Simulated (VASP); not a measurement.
# Co3Bi (Fm-3m) in VASP: notebook, part 2 of 2

VASP 6.6.1.

## (3) Single point, PBE, collinear spin, ferromagnetic start

Contents of INCAR:

```
SYSTEM = Co3Bi
PREC = Accurate ; ENCUT = 520
EDIFF = 1E-6 ; ISMEAR = 0
SIGMA = 0.1 ; LREAL = .FALSE.
LASPH = .TRUE. ; NELM = 150
ALGO = Normal ; ISIF = 2
LWAVE = .FALSE. ; LCHARG = .FALSE.
ISPIN = 2 ; MAGMOM = 3.5 3.5 3.5 0
LORBIT = 11 ; LMAXMIX = 4
GGA = PE ; NBANDS = 33
```

Contents of KPOINTS:

```
regular mesh
0
G
  12 12 12
  0 0 0
```

Contents of POSCAR:

```
Co3Bi
1.0
    0.0000000000      3.0616054462      3.0616054462
    3.0616054462      0.0000000000      3.0616054462
    3.0616054462      3.0616054462      0.0000000000
Co Bi
3 1
Direct
    0.2500000000      0.2500000000      0.2500000000
    0.7500000000      0.7500000000      0.7500000000
    0.5000000000      0.5000000000      0.5000000000
    0.0000000000      0.0000000000      0.0000000000
```

Potentials or basis: VASP PAW PBE potentials, release 64 (Co, Bi_d).

The run is started by

```console
> cat potpaw_PBE.64/Co/POTCAR potpaw_PBE.64/Bi_d/POTCAR > POTCAR
> mpirun -np 1 vasp_std > vasp.out
```

OUTCAR:

```text
SYSTEM = Co3Bi
   PREC = Accurate
   ENCUT = 520
   EDIFF = 1E-6
   ISMEAR = 0
   LREAL = .FALSE.
   LASPH = .TRUE.
   NELM = 150
   ISIF = 2
   ISPIN = 2
   LORBIT = 11
   GGA = PE

 ion  position               nearest neighbor table
   1  0.250  0.250  0.250-   4 2.65   4 2.65   4 2.65   3 2.65   4 2.65   3 2.65   3 2.65   3 2.65
                             2 3.06   2 3.06   2 3.06   2 3.06   2 3.06   2 3.06
   2  0.750  0.750  0.750-   3 2.65   3 2.65   3 2.65   3 2.65   4 2.65   4 2.65   4 2.65   4 2.65
                             1 3.06   1 3.06   1 3.06   1 3.06   1 3.06   1 3.06
   3  0.500  0.500  0.500-   1 2.65   1 2.65   1 2.65   1 2.65   2 2.65   2 2.65   2 2.65   2 2.65
                             4 3.06   4 3.06   4 3.06   4 3.06   4 3.06   4 3.06
   4  0.000  0.000  0.000-   2 2.65   2 2.65   2 2.65   1 2.65   2 2.65   1 2.65   1 2.65   1 2.65
                             3 3.06   3 3.06   3 3.06   3 3.06   3 3.06   3 3.06

  LATTYP: Found a face centered cubic cell.
 ALAT       =     6.1232108924

  Lattice vectors:

 A1 = (   0.0000000000,   3.0616054462,   3.0616054462)
 A2 = (   3.0616054462,   0.0000000000,   3.0616054462)
 A3 = (   3.0616054462,   3.0616054462,   0.0000000000)

Analysis of symmetry for initial positions (statically):
=====================================================================
 Subroutine PRICEL returns:
 Original cell was already a primitive cell.

 Routine SETGRP: Setting up the symmetry group for a
 face centered cubic supercell.

 Subroutine GETGRP returns: Found 48 space group operations
 (whereof 48 operations were pure point group operations)
 out of a pool of 48 trial point group operations.

The static configuration has the point symmetry O_h .

Analysis of symmetry for dynamics (positions and initial velocities):
=====================================================================
 Subroutine PRICEL returns:
 Original cell was already a primitive cell.

 Routine SETGRP: Setting up the symmetry group for a
 face centered cubic supercell.

 Subroutine GETGRP returns: Found 48 space group operations
 (whereof 48 operations were pure point group operations)
 out of a pool of 48 trial point group operations.

The dynamic configuration has the point symmetry O_h .

Analysis of structural, dynamic, and magnetic symmetry:
=====================================================================
 Subroutine PRICEL returns:
 Original cell was already a primitive cell.

 Routine SETGRP: Setting up the symmetry group for a
 face centered cubic supercell.

 Subroutine GETGRP returns: Found 48 space group operations
 (whereof 48 operations were pure point group operations)
 out of a pool of 48 trial point group operations.

The overall configuration has the point symmetry O_h .

 Subroutine INISYM returns: Found 48 space group operations
 (whereof 48 operations are pure point group operations),
 and found     1 'primitive' translations

----------------------------------------------------------------------------------------

                                     Primitive cell

  volume of cell :      57.3955

  direct lattice vectors                    reciprocal lattice vectors
     0.000000000  3.061605446  3.061605446    -0.163313010  0.163313010  0.163313010
     3.061605446  0.000000000  3.061605446     0.163313010 -0.163313010  0.163313010
     3.061605446  3.061605446  0.000000000     0.163313010  0.163313010 -0.163313010

  length of vectors
     4.329763945  4.329763945  4.329763945     0.282866430  0.282866430  0.282866430
[... 90 lines left out ...]
   NFREE  =      0    steps in history (QN), initial steepest desc. (CG)
   ISIF   =      2    stress and relaxation
   ISYM   =      2    0-nonsym 1-usesym 2-fastsym
   POTIM  = 0.5000    time-step for ionic-motion
   TEBEG  =    0.0;   TEEND  =   0.0 temperature during run
   PSTRESS=    0.0 pullay stress
   NELECT =      42.0000    total number of electrons
   NUPDOWN=      -1.0000    fix difference up-down
   EMIN   =  10.00;   EMAX   =-10.00  energy-range for DOS
   EFERMI =   0.00;   METHOD = LEGACY
   ISMEAR =     0;   SIGMA  =   0.10  broadening in eV -4-tet -1-fermi 0-gaus
   EFERMI_NEDOS =   21; number of points for ismear=-14 and -15
   IALGO  =     38    algorithm
   IMIX   =      4    mixing-type and parameters
     AMIX     =   0.40;   BMIX     =  1.00
     AMIX_MAG =   1.60;   BMIX_MAG =  1.00
  volume/ion in A,a.u.               =      14.35        96.83
  Fermi-wavevector in a.u.,A,eV,Ry     =   1.475249  2.787817 29.611176  2.176360
  Thomas-Fermi vector in A             =   2.589921
   LORBIT       =     11    0 simple, 1 ext, 2 COOP (PROOUT), +10 PAW based schemes
   GGA     = PE    functional components
   LHFCALC =     F    Hartree Fock is set to
   AEXX    =    0.0000 exact exchange contribution
   IVDW    =     0    specifies the selected vdW correction
   LEPSILON=     F    determine dielectric tensor
   LRPA    =     F    only Hartree local field effects (RPA)
 spin polarized calculation
 Gauss-broadening in eV      SIGMA  =   0.10
  energy-cutoff  :      520.00
  volume of cell :       57.40
 maximum number of plane-waves:      1572
   NGX = 17   NGY = 17   NGZ = 17

 number of electron      42.0000000 magnetization      10.5000000

 number of electron      41.9999976 magnetization       4.2405939

 Free energy of the ion-electron system (eV)
  ---------------------------------------------------
  ext. energy  EPLUGINS =         0.00000000
  ---------------------------------------------------
  free energy    TOTEN  =       -23.22462839 eV

  energy without entropy =      -23.21044909  energy(sigma->0) =      -23.21753874

 E-fermi :  10.6956     XC(G=0): -12.5768

 val. band max:       10.6901881772   @ k =   0.2500   0.0833   0.0000
 cond. band min:      10.6969562700   @ k =  -0.1667   0.1667   0.0000
 fundamental gap:      0.0067680928
 Fermi energy:        10.6955975694

 spin component 1

 k-point     1 :       0.0000    0.0000    0.0000
  band No.  band energies     occupation
      1     -12.3694      1.00000
      2     -12.3694      1.00000
      3     -12.3694      1.00000
      4     -12.3064      1.00000
      5     -12.3064      1.00000
      6      -2.6748      1.00000
[... 853 lines left out ...]
     32      23.3827      0.00000
     33      23.6071      0.00000

 [... further k-points ...]

 spin component 2

 k-point     1 :       0.0000    0.0000    0.0000
  band No.  band energies     occupation
      1     -12.3657      1.00000
      2     -12.3657      1.00000
      3     -12.3657      1.00000
      4     -12.3023      1.00000
      5     -12.3023      1.00000
      6      -2.6759      1.00000
[... 853 lines left out ...]
     32      23.4852      0.00000
     33      23.8217      0.00000

 [... further k-points ...]

------------------------ aborting loop because EDIFF is reached ----------------------------------------

  FORCE on cell =-STRESS in cart. coord.  units (eV):
  Direction    XX          YY          ZZ          XY          YZ          ZX
  --------------------------------------------------------------------------------------
  -------------------------------------------------------------------------------------
  Total       -0.0574529     -0.0574529     -0.0574529      0.0000000      0.0000000      0.0000000
  in kB       -1.6037797     -1.6037797     -1.6037797      0.0000000      0.0000000      0.0000000
  external PRESSURE =      -1.6037797 kB  Pullay stress =       0.0000000 kB

 VOLUME and BASIS-vectors are now :
 -----------------------------------------------------------------------------
  energy-cutoff  :      520.00
  volume of cell :       57.40
      direct lattice vectors                 reciprocal lattice vectors
     0.000000000  3.061605446  3.061605446    -0.163313010  0.163313010  0.163313010
     3.061605446  0.000000000  3.061605446     0.163313010 -0.163313010  0.163313010
     3.061605446  3.061605446  0.000000000     0.163313010  0.163313010 -0.163313010

 POSITION                                       TOTAL-FORCE (eV/Angst)
 -----------------------------------------------------------------------------------
      1.53080      1.53080      1.53080         0.000000      0.000000      0.000000
      4.59241      4.59241      4.59241        -0.000000     -0.000000     -0.000000
      3.06161      3.06161      3.06161        -0.000000      0.000000      0.000000
      0.00000      0.00000      0.00000        -0.000000      0.000000      0.000000
 -----------------------------------------------------------------------------------
    total drift:                                0.000000     -0.000000      0.000000

  FREE ENERGIE OF THE ION-ELECTRON SYSTEM (eV)
  ---------------------------------------------------
  free  energy   TOTEN  =       -23.2246283863 eV

  energy  without entropy=      -23.2104490948  energy(sigma->0) =      -23.21753874

 total charge

# of ion       s       p       d       tot
------------------------------------------
    1        0.376   0.383   7.400   8.159
    2        0.376   0.383   7.400   8.159
    3        0.378   0.349   7.297   8.024
    4        1.422   1.550  10.031  13.003
--------------------------------------------------
tot          2.552   2.664  32.129  37.345

 magnetization (x)

# of ion       s       p       d       tot
------------------------------------------
    1        0.009  -0.010   1.376   1.376
    2        0.009  -0.010   1.376   1.376
    3        0.003  -0.008   1.593   1.589
    4        0.024  -0.006  -0.017   0.001
--------------------------------------------------
tot          0.045  -0.033   4.329   4.341
```

OSZICAR:

```text
N       E                     dE             d eps       ncg     rms          rms(c)
DAV:   1     0.368553641697E+03    0.36855E+03   -0.18886E+04  9536   0.171E+03
DAV:   2     0.909777048627E+01   -0.35946E+03   -0.34167E+03  9513   0.395E+02
DAV:   3    -0.230303610641E+02   -0.32128E+02   -0.31110E+02 10311   0.137E+02
DAV:   4    -0.239768335145E+02   -0.94647E+00   -0.94451E+00 11185   0.238E+01
DAV:   5    -0.240230499720E+02   -0.46216E-01   -0.46212E-01 14076   0.432E+00    0.181E+01
DAV:   6    -0.270436315766E+02   -0.30206E+01   -0.28304E+01 11381   0.684E+01    0.233E+01
DAV:   7    -0.271830911870E+02   -0.13946E+00   -0.11581E+01 10805   0.737E+01    0.312E+01
DAV:   8    -0.232330945340E+02    0.39500E+01   -0.23227E+01 11188   0.392E+01    0.644E+00
DAV:   9    -0.232167153883E+02    0.16379E-01   -0.91975E-01 11987   0.113E+01    0.267E+00
DAV:  10    -0.232320454989E+02   -0.15330E-01   -0.11867E-01 12196   0.309E+00    0.155E+00
DAV:  11    -0.232248424596E+02    0.72030E-02   -0.20510E-02 13562   0.166E+00    0.553E-01
DAV:  12    -0.232247655810E+02    0.76879E-04   -0.48521E-03 10420   0.614E-01    0.298E-01
DAV:  13    -0.232246510940E+02    0.11449E-03   -0.30166E-04 13547   0.236E-01    0.831E-02
DAV:  14    -0.232246273020E+02    0.23792E-04   -0.64131E-05 14829   0.934E-02    0.205E-02
DAV:  15    -0.232246292406E+02   -0.19387E-05   -0.16182E-05 11052   0.322E-02    0.105E-02
DAV:  16    -0.232246283863E+02    0.85432E-06   -0.15965E-06  7261   0.165E-02
   1 F= -.23224628E+02 E0= -.23217539E+02  d E =-.141793E-01  mag=     4.2407
```

It took 1.7 min on 1 thread of Intel Xeon 6975P-C (Granite Rapids), shared host; peak memory 0.34 GiB.

What came out:

```
Free energy                                           : -23.2246 eV
Pressure                                              : -0.2 GPa
Net moment                                            : 4.24 μB per cell
Site moments                                          : Co +1.38, +1.59 (each value once); Bi +0.00 μB
Valence electrons inside the program's atomic spheres : Co 8.16, 8.02 (each value once); Bi 13.00
```

Caveat: spin-orbit coupling is left out, which moves the levels of the heavy elements.
